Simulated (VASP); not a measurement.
# AlAs3 (Pm-3m) in VASP: a series of runs

AlAs3 is run at these levels: PBE; tasks: single point, relaxation of cell and atoms.

All numbers are computed with VASP 6.6.1; they aren't measurements. Logs are shortened: lines on timing, memory, paths and dates and some standing lists are left out, and cuts for length are marked.

## Step 1: The cell of the first run

It takes space group Pm-3m (No. 221, cubic). Conventional cell: a = 4.252 Å, b = 4.252 Å, c = 4.252 Å, α = 90.00°, β = 90.00°, γ = 90.00°. Al (site symmetry m-3m) has 12 As at 3.01 Å within 4.0 Å. Within 4.0 Å of As (site symmetry 4/mmm) lie 4 Al at 3.01 Å and 8 As at 3.01 Å.

## Step 2: Single point, PBE

INCAR reads:

```
PREC = Accurate
ENCUT = 520
EDIFF = 1E-6
ISMEAR = 0
SIGMA = 0.1
LREAL = False
LASPH = True
NELM = 100
ALGO = Normal
ISIF = 2
LWAVE = False
LCHARG = False
GGA = PE
NBANDS = 17
```

KPOINTS reads:

```
regular mesh
0
Gamma
  4 4 4
```

POSCAR reads:

```
AlAs3
1.0
    4.2518835009      0.0000000000      0.0000000000
    0.0000000000      4.2518835009      0.0000000000
    0.0000000000      0.0000000000      4.2518835009
Al As
1 3
Direct
    0.5000000000      0.5000000000      0.5000000000
    0.5000000000      0.0000000000      0.0000000000
    0.0000000000      0.5000000000      0.0000000000
    0.0000000000      0.0000000000      0.5000000000
```

Potentials or basis: VASP PAW PBE potentials, release 64 (Al, As).

On the command line:

```
$ cat potpaw_PBE.64/Al/POTCAR potpaw_PBE.64/As/POTCAR > POTCAR
$ mpirun -np 1 vasp_std > vasp.out
```

OUTCAR:

```text
PREC = Accurate
   ENCUT = 520
   EDIFF = 1E-6
   ISMEAR = 0
   LREAL = False
   LASPH = True
   NELM = 100
   ISIF = 2
   GGA = PE

 ion  position               nearest neighbor table
   1  0.500  0.500  0.500-   2 3.01   3 3.01   4 3.01   2 3.01   3 3.01   2 3.01   4 3.01   2 3.01
                             3 3.01   4 3.01   3 3.01   4 3.01
   2  0.500  0.000  0.000-   1 3.01   1 3.01   1 3.01   1 3.01
   3  0.000  0.500  0.000-   1 3.01   1 3.01   1 3.01   1 3.01
   4  0.000  0.000  0.500-   1 3.01   1 3.01   1 3.01   1 3.01

  LATTYP: Found a simple cubic cell.
 ALAT       =     4.2518835009

  Lattice vectors:

 A1 = (   4.2518835009,   0.0000000000,   0.0000000000)
 A2 = (   0.0000000000,   4.2518835009,   0.0000000000)
 A3 = (   0.0000000000,   0.0000000000,   4.2518835009)

Analysis of symmetry for initial positions (statically):
=====================================================================
 Subroutine PRICEL returns:
 Original cell was already a primitive cell.

 Routine SETGRP: Setting up the symmetry group for a
 simple cubic supercell.

 Subroutine GETGRP returns: Found 48 space group operations
 (whereof 48 operations were pure point group operations)
 out of a pool of 48 trial point group operations.

The static configuration has the point symmetry O_h .

Analysis of symmetry for dynamics (positions and initial velocities):
=====================================================================
 Subroutine PRICEL returns:
 Original cell was already a primitive cell.

 Routine SETGRP: Setting up the symmetry group for a
 simple cubic supercell.

 Subroutine GETGRP returns: Found 48 space group operations
 (whereof 48 operations were pure point group operations)
 out of a pool of 48 trial point group operations.

The dynamic configuration has the point symmetry O_h .

 Subroutine INISYM returns: Found 48 space group operations
 (whereof 48 operations are pure point group operations),
 and found     1 'primitive' translations

----------------------------------------------------------------------------------------

                                     Primitive cell

  volume of cell :      76.8677

[... 74 lines left out ...]
   LASPH  =      T    aspherical Exc in radial PAW
   ENCUT  =  520.0 eV  38.22 Ry    6.18 a.u.   7.91  7.91  7.91*2*pi/ulx,y,z
   NELM   =    100;   NELMIN=  2; NELMDL= -5     # of ELM steps
   EDIFF  = 0.1E-05   stopping-criterion for ELM
   LREAL  =      F    real-space projection
   EDIFFG = 0.1E-04   stopping-criterion for IOM
   NSW    =      0    number of steps for IOM
   IBRION =     -1    ionic relax: 0-MD 1-quasi-New 2-CG
   NFREE  =      0    steps in history (QN), initial steepest desc. (CG)
   ISIF   =      2    stress and relaxation
   ISYM   =      2    0-nonsym 1-usesym 2-fastsym
   POTIM  = 0.5000    time-step for ionic-motion
   TEBEG  =    0.0;   TEEND  =   0.0 temperature during run
   PSTRESS=    0.0 pullay stress
   NELECT =      18.0000    total number of electrons
   NUPDOWN=      -1.0000    fix difference up-down
   EMIN   =  10.00;   EMAX   =-10.00  energy-range for DOS
   EFERMI =   0.00;   METHOD = LEGACY
   ISMEAR =     0;   SIGMA  =   0.10  broadening in eV -4-tet -1-fermi 0-gaus
   EFERMI_NEDOS =   21; number of points for ismear=-14 and -15
   IALGO  =     38    algorithm
   IMIX   =      4    mixing-type and parameters
     AMIX     =   0.40;   BMIX     =  1.00
     AMIX_MAG =   1.60;   BMIX_MAG =  1.00
  volume/ion in A,a.u.               =      19.22       129.68
  Fermi-wavevector in a.u.,A,eV,Ry     =   1.009062  1.906850 13.853522  1.018205
  Thomas-Fermi vector in A             =   2.141967
   LORBIT       =      0    0 simple, 1 ext, 2 COOP (PROOUT), +10 PAW based schemes
   GGA     = PE    functional components
   LHFCALC =     F    Hartree Fock is set to
   AEXX    =    0.0000 exact exchange contribution
   IVDW    =     0    specifies the selected vdW correction
   LEPSILON=     F    determine dielectric tensor
   LRPA    =     F    only Hartree local field effects (RPA)
 non-spin polarized calculation
 Gauss-broadening in eV      SIGMA  =   0.10
  energy-cutoff  :      520.00
  volume of cell :       76.87
 maximum number of plane-waves:      2103
 NGX is ok and might be reduce to    32
   NGX = 15   NGY = 15   NGZ = 15

 number of electron      18.0000002 magnetization

 Free energy of the ion-electron system (eV)
  ---------------------------------------------------
  ext. energy  EPLUGINS =         0.00000000
  ---------------------------------------------------
  free energy    TOTEN  =       -16.50712366 eV

  energy without entropy =      -16.49734371  energy(sigma->0) =      -16.50223369

 E-fermi :   6.1676     XC(G=0): -10.4485

 val. band max:        6.1119002949   @ k =   0.5000   0.2500   0.2500
 cond. band min:       6.9644892080   @ k =   0.2500   0.2500   0.0000
 fundamental gap:      0.8525889131
 Fermi energy:         6.1675551111

 k-point     1 :       0.0000    0.0000    0.0000
  band No.  band energies     occupation
      1      -7.9017      2.00000
      2      -2.3258      2.00000
      3      -2.3258      2.00000
      4       1.4073      2.00000
      5       1.4073      2.00000
      6       1.4073      2.00000
[... 177 lines left out ...]
      4      -0.2047      2.00000
      5       0.5014      2.00000
      6       0.5014      2.00000
[... 9 lines left out ...]
     16      14.3029      0.00000
     17      16.0534      0.00000

------------------------ aborting loop because EDIFF is reached ----------------------------------------

  FORCE on cell =-STRESS in cart. coord.  units (eV):
  Direction    XX          YY          ZZ          XY          YZ          ZX
  --------------------------------------------------------------------------------------
  -------------------------------------------------------------------------------------
  Total        0.0192062      0.0192062      0.0192062     -0.0000000     -0.0000000     -0.0000000
  in kB        0.4003212      0.4003212      0.4003212     -0.0000000     -0.0000000     -0.0000000
  external PRESSURE =       0.4003212 kB  Pullay stress =       0.0000000 kB

 VOLUME and BASIS-vectors are now :
 -----------------------------------------------------------------------------
  energy-cutoff  :      520.00
  volume of cell :       76.87
      direct lattice vectors                 reciprocal lattice vectors
     4.251883501  0.000000000  0.000000000     0.235189887  0.000000000  0.000000000
     0.000000000  4.251883501  0.000000000     0.000000000  0.235189887  0.000000000
     0.000000000  0.000000000  4.251883501     0.000000000  0.000000000  0.235189887

 POSITION                                       TOTAL-FORCE (eV/Angst)
 -----------------------------------------------------------------------------------
      2.12594      2.12594      2.12594         0.000000      0.000000      0.000000
      2.12594      0.00000      0.00000         0.000000      0.000000      0.000000
      0.00000      2.12594      0.00000         0.000000      0.000000      0.000000
      0.00000      0.00000      2.12594         0.000000      0.000000      0.000000
 -----------------------------------------------------------------------------------
    total drift:                                0.000000      0.000000     -0.000000

  FREE ENERGIE OF THE ION-ELECTRON SYSTEM (eV)
  ---------------------------------------------------
  free  energy   TOTEN  =       -16.5071236617 eV

  energy  without entropy=      -16.4973437124  energy(sigma->0) =      -16.50223369
```

OSZICAR:

```text
N       E                     dE             d eps       ncg     rms          rms(c)
DAV:   1     0.501424166627E+02    0.50142E+02   -0.71477E+03   340   0.894E+02
DAV:   2    -0.131875379622E+02   -0.63330E+02   -0.59467E+02   480   0.130E+02
DAV:   3    -0.165350645947E+02   -0.33475E+01   -0.33251E+01   387   0.301E+01
DAV:   4    -0.165592602185E+02   -0.24196E-01   -0.24174E-01   439   0.297E+00
DAV:   5    -0.165594485142E+02   -0.18830E-03   -0.18829E-03   429   0.280E-01    0.367E+00
DAV:   6    -0.165239373227E+02    0.35511E-01   -0.15652E-02   390   0.611E-01    0.215E+00
DAV:   7    -0.165071343823E+02    0.16803E-01   -0.29072E-02   402   0.846E-01    0.135E-01
DAV:   8    -0.165071225952E+02    0.11787E-04   -0.12002E-03   372   0.176E-01    0.220E-02
DAV:   9    -0.165071255873E+02   -0.29921E-05   -0.19873E-05   431   0.268E-02    0.116E-02
DAV:  10    -0.165071237349E+02    0.18525E-05   -0.20261E-06   370   0.745E-03    0.113E-03
DAV:  11    -0.165071236617E+02    0.73139E-07   -0.12697E-07   215   0.208E-03
   1 F= -.16507124E+02 E0= -.16502234E+02  d E =-.977995E-02
```

It took 9.4 s on 1 thread of Intel Xeon 6975P-C, shared host; peak memory 0.17 GiB.

What came out:

```
Free energy            : -16.5071 eV
Pressure               : 0.0 GPa
Band gap on the k mesh : zero (band 9 reaches 10.52 eV, above the bottom of band 10 at 4.88 eV)
```

Levels at points of the mesh, in eV from the Fermi level:
| k point | band 7 | band 8 | band 9 | band 10 | band 11 | band 12 |
| --- | --- | --- | --- | --- | --- | --- |
| (0.00, 0.00, 0.00) | -2.47 | 0.90 | 0.90 | 0.90 | 2.50 | 2.50 |
| (0.50, 0.00, 0.00) | -2.19 | -2.19 | -1.43 | -0.73 | 2.71 | 2.71 |
| (0.50, 0.50, 0.00) | -1.64 | -1.32 | -1.32 | -1.29 | 0.92 | 1.64 |
| (0.50, 0.50, 0.50) | -5.67 | -3.88 | 4.35 | 4.35 | 4.39 | 4.39 |

Caveat: the k points lie up to 0.37 Å⁻¹ apart.

## Step 3: Single point, PBE

This run uses another cell than the first one, of 20.81 Å³/atom, 1.083 times its volume.

INCAR reads:

```
PREC = Accurate ; ENCUT = 520
EDIFF = 1E-6 ; ISMEAR = 0
SIGMA = 0.1 ; LREAL = False
LASPH = True ; NELM = 80
ALGO = Normal ; ISIF = 2
LWAVE = False ; LCHARG = False
GGA = PE ; NBANDS = 17
```

KPOINTS is that of step 2.

POSCAR reads:

```
AlAs3
1.0
    4.3660232900      0.0000000000      0.0000000000
    0.0000000000      4.3660232900      0.0000000000
    0.0000000000      0.0000000000      4.3660232900
Al As
1 3
Direct
    0.5000000000      0.5000000000      0.5000000000
    0.5000000000      0.0000000000      0.0000000000
    0.0000000000      0.5000000000      0.0000000000
    0.0000000000      0.0000000000      0.5000000000
```

Potentials or basis: VASP PAW PBE potentials, release 64 (Al, As).

On the command line:

```
$ cat potpaw_PBE.64/Al/POTCAR potpaw_PBE.64/As/POTCAR > POTCAR
$ mpirun -np 1 vasp_std > vasp.out
```

OUTCAR:

```text
PREC = Accurate
   ENCUT = 520
   EDIFF = 1E-6
   ISMEAR = 0
   LREAL = False
   LASPH = True
   NELM = 80
   ISIF = 2
   GGA = PE

 ion  position               nearest neighbor table
   1  0.500  0.500  0.500-   2 3.09   3 3.09   4 3.09   2 3.09   3 3.09   2 3.09   4 3.09   2 3.09
                             3 3.09   4 3.09   3 3.09   4 3.09
   2  0.500  0.000  0.000-   1 3.09   1 3.09   1 3.09   1 3.09
   3  0.000  0.500  0.000-   1 3.09   1 3.09   1 3.09   1 3.09
   4  0.000  0.000  0.500-   1 3.09   1 3.09   1 3.09   1 3.09
[... 383 lines left out ...]
  Direction    XX          YY          ZZ          XY          YZ          ZX
  --------------------------------------------------------------------------------------
  -------------------------------------------------------------------------------------
  Total       -2.7146791     -2.7146791     -2.7146791     -0.0000000      0.0000000     -0.0000000
  in kB      -52.2601840    -52.2601840    -52.2601840     -0.0000000      0.0000000     -0.0000000
  external PRESSURE =     -52.2601840 kB  Pullay stress =       0.0000000 kB

 VOLUME and BASIS-vectors are now :
 -----------------------------------------------------------------------------
  energy-cutoff  :      520.00
  volume of cell :       83.23
      direct lattice vectors                 reciprocal lattice vectors
     4.366023290  0.000000000  0.000000000     0.229041380  0.000000000  0.000000000
     0.000000000  4.366023290  0.000000000     0.000000000  0.229041380  0.000000000
     0.000000000  0.000000000  4.366023290     0.000000000  0.000000000  0.229041380

 POSITION                                       TOTAL-FORCE (eV/Angst)
 -----------------------------------------------------------------------------------
      2.18301      2.18301      2.18301         0.000000      0.000000      0.000000
      2.18301      0.00000      0.00000         0.000000      0.000000      0.000000
      0.00000      2.18301      0.00000         0.000000      0.000000      0.000000
      0.00000      0.00000      2.18301         0.000000      0.000000      0.000000
 -----------------------------------------------------------------------------------
    total drift:                                0.000000      0.000000     -0.000000

  FREE ENERGIE OF THE ION-ELECTRON SYSTEM (eV)
  ---------------------------------------------------
  free  energy   TOTEN  =       -16.3968044902 eV

  energy  without entropy=      -16.3882319349  energy(sigma->0) =      -16.39251821
```

It took 7.1 s on 1 thread of Intel Xeon 6975P-C, shared host; peak memory 0.17 GiB.

Results:

- Free energy: -16.3968 eV
- Pressure: -5.2 GPa
- Band gap on the k mesh: zero (band 9 reaches 9.27 eV, above the bottom of band 10 at 4.22 eV)

## Step 4: Relaxation of cell and atoms, PBE

This run uses another cell than the first one, of 20.81 Å³/atom, 1.083 times its volume.

INCAR reads:

```
ALGO = Normal
EDIFF = 1E-7
EDIFFG = -0.04
ENCUT = 600
GGA = PE
IBRION = 2
ISIF = 3
ISMEAR = 0
LASPH = T
LCHARG = F
LREAL = F
LWAVE = F
NELM = 60
NSW = 90
PREC = Accurate
SIGMA = 0.1
```

KPOINTS reads:

```
k-points
0
Gamma
  4 4 4
```

POSCAR is that of step 3.

On the command line:

```
$ cat potpaw_PBE.64/Al/POTCAR potpaw_PBE.64/As/POTCAR > POTCAR
$ mpirun -np 1 vasp_std > vasp.out
```

Wall time 32 s (1 thread of Intel Xeon 6975P-C, shared host); peak memory 0.21 GiB.

Results (log left out):

```yaml
Free_energy: -16.5074 eV
Relaxed_volume: 19.22 Å³/atom
Relaxed_cell: a = 4.252 Å, b = 4.252 Å, c = 4.252 Å, α = 90.00°, β = 90.00°, γ = 90.00°
Space_group_after_relaxing_to_0.05_Å: Pm-3m (No. 221)
Energy_gained_by_relaxing: 27.6 meV/atom
Ionic_steps: 3
Pressure_after_relaxing: 0.0 GPa
Band_gap_on_the_k_mesh: zero (band 9 reaches 10.52 eV, above the bottom of band 10 at 4.88 eV)
```

The path:
```csv
step,energy change (eV),largest force (eV/Å),pressure (GPa),volume (Å³)
1,0.0000,0.0000,-5.23,83.23
2,-0.1022,0.0000,1.71,75.32
3,-0.1105,0.0000,0.02,76.89
```

Final structure:
```xyz
4
Lattice="4.2523 0.0000 0.0000 0.0000 4.2523 0.0000 0.0000 0.0000 4.2523" Properties=species:S:1:pos:R:3 pbc="T T T"
Al    2.1262    2.1262    2.1262
As    2.1262    0.0000    0.0000
As    0.0000    2.1262    0.0000
As    0.0000    0.0000    2.1262
```

Levels at points of the mesh, in eV from the Fermi level:
```csv
k point,band 7,band 8,band 9,band 10,band 11,band 12
"(0.00, 0.00, 0.00)",-2.47,0.90,0.90,0.90,2.50,2.50
"(0.50, 0.00, 0.00)",-2.19,-2.19,-1.43,-0.72,2.71,2.71
"(0.50, 0.50, 0.00)",-1.64,-1.31,-1.31,-1.29,0.92,1.64
"(0.50, 0.50, 0.50)",-5.66,-3.88,4.35,4.35,4.39,4.39
```

## Step 5: The runs side by side

| task | cell | cutoff (eV) | gap on the mesh (eV) | pressure (GPa) |
| --- | --- | --- | --- | --- |
| single point | a = 4.252 Å, 4 atoms | 520 | none | 0.0 |
| single point | a = 4.366 Å, 4 atoms | 520 | none | -5.2 |
| relaxation of cell and atoms | relaxed from a = 4.366 Å, 4 atoms | 600 | none | 0.0 |

Alike in all rows: level PBE; potentials or basis VASP PAW PBE potentials, release 64 (Al, As); no spin polarisation; k mesh 4 × 4 × 4; smearing gaussian 0.1 eV.

Caveats: some runs use coarse meshes.

Total energies depend on the potentials used, so only differences within one code and one set of settings carry meaning.
